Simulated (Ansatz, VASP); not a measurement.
## Two plane-wave programs on Mg2Si3N3

The input INCAR:

```
SYSTEM = Mg2Si3N3
  PREC = Accurate
  ENCUT = 600
  EDIFF = 1E-6
  ISMEAR = 0
  SIGMA = 0.1
  LREAL = .False.
  LASPH = .True.
  NELM = 200
  ALGO = Normal
  ISIF = 2
  LWAVE = .False.
  LCHARG = .False.
  ISPIN = 2
  MAGMOM = 0 0 0 0 0 1 1 1
  LORBIT = 11
  GGA = PE
  NBANDS = 30
  GGA_COMPAT = .False.
```

KPOINTS

```
Automatic mesh
0
Gamma
  3 3 6
  0 0 0
```

File POSCAR:

```
Mg2Si3N3
1.0
    6.4814645181      0.0000000000      0.0000000000
   -3.2407322591      5.6131129264      0.0000000000
    0.0000000000      0.0000000000      2.7412916907
Mg Si N
2 3 3
Direct
    0.6666666667      0.3333333333      0.0000000000
    0.3333333333      0.6666666667      0.0000000000
    0.0000000000      0.2043481952      0.0000000000
    0.7956518048      0.7956518048      0.0000000000
    0.2043481952      0.0000000000      0.0000000000
    0.0000000000      0.3876781681      0.5000000000
    0.6123218319      0.6123218319      0.5000000000
    0.3876781681      0.0000000000      0.5000000000
```

Input for Ansatz:

```yaml
crystal:
  lattice:
    - [6.4814645181, 0.0, 0.0]
    - [-3.2407322591, 5.6131129264, 0.0]
    - [0.0, 0.0, 2.7412916907]
  atoms:
    - { symbol: Mg, position: [0.6666666667, 0.3333333333, 0.0] }
    - { symbol: Mg, position: [0.3333333333, 0.6666666667, 0.0] }
    - { symbol: Si, position: [0.0, 0.2043481952, 0.0] }
    - { symbol: Si, position: [0.7956518048, 0.7956518048, 0.0] }
    - { symbol: Si, position: [0.2043481952, 0.0, 0.0] }
    - { symbol: "N", position: [0.0, 0.3876781681, 0.5], spin: 1.0 }
    - { symbol: "N", position: [0.6123218319, 0.6123218319, 0.5], spin: 1.0 }
    - { symbol: "N", position: [0.3876781681, 0.0, 0.5], spin: 1.0 }
basis:
  ecutwfc: 420
kpoints:
  mp_grid: { grid: [3, 3, 6] }
hamiltonian:
  xc: pbe
scf:
  occupations: { method: gaussian, width: 0.1 }
  lower_state_search: "off"
output:
  forces: true
  stress: true
  eigenvalues: true
  populations: true
magnetization:
  spin_polarized: true
```

Alike in both runs: task single point; functional PBE; k mesh 3 × 3 × 6; occupations gaussian, width 0.1 eV; collinear spin.

```csv
,VASP,Ansatz
version,VASP 6.6.1,Ansatz 0.2.0
potentials or method,"VASP PAW PBE potentials, release 64 (Mg, Si, N), cutoff 600 eV","scalar-relativistic, plane waves, PAW"
valence electrons in the cell,31,47
```

```csv
,VASP,Ansatz,Ansatz less VASP
gap on the k mesh at the Fermi level (eV),none,none,-
pressure (GPa),-0.9,-0.6,+0.36
"traceless stress, the component that is largest in VASP (GPa)",1.06,0.98,-0.080
rms of the force components (eV/Å),0.233,0.233,+0.0002
net moment per atom (μB),0.00,0.00,0.000
```

Atom by atom the forces differ by 0.000 eV/Å (rms over components). A gap of «none» marks a metal or a gap that the smearing closes. The functional is the same, so the differences come from potentials, cutoffs and numerics. VASP's potentials hold 31 valence electrons a cell and Ansatz's 47, so a difference there can come from the potentials and not from the codes. Ansatz's warnings: filled band counts differ across k points, seeded moment not kept.

The k mesh is coarse, so the values compare programs but aren't converged.
